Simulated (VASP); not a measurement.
Input of a VASP 6.6.1 run:

Contents of INCAR:

```
SYSTEM = Ag
PREC     = Accurate       ! precision mode
ENCUT    = 520            ! plane-wave cutoff, eV
EDIFF    = 1E-8           ! SCF threshold, eV
ISMEAR   = -1             ! smearing method
SIGMA    = 0.05           ! smearing width, eV
LREAL    = .FALSE.        ! projectors in reciprocal space
LASPH    = .TRUE.         ! aspherical terms in the spheres
NELM     = 80             ! most SCF steps
ALGO     = Normal         ! electronic algorithm
ISIF     = 2              ! what is computed and relaxed
LWAVE    = .FALSE.        ! write WAVECAR
LCHARG   = .FALSE.        ! write CHGCAR
GGA      = PE             ! functional
LEFG     = .TRUE.       
NBANDS   = 12             ! bands
```

Contents of KPOINTS:

```
regular mesh
0
G
  15 15 15
  0 0 0
```

POSCAR

```
Ag
1.0
    0.0000000000      2.0013923787      2.0013923787
    2.0013923787      0.0000000000      2.0013923787
    2.0013923787      2.0013923787      0.0000000000
Ag
1
Direct
    0.0000000000      0.0000000000      0.0000000000
```

Potentials or basis: VASP PAW PBE potentials, release 64 (Ag).

The run is started by

```sh
$ cat potpaw_PBE.64/Ag/POTCAR > POTCAR
$ mpirun -np 1 vasp_std > vasp.out
```

(1) Estimate the pressure.

Results:

(1) 12.9 GPa.

Caveat: without QUAD_EFG the Cq values of the log hold for a quadrupole moment of 1 mb, not for the nuclei.
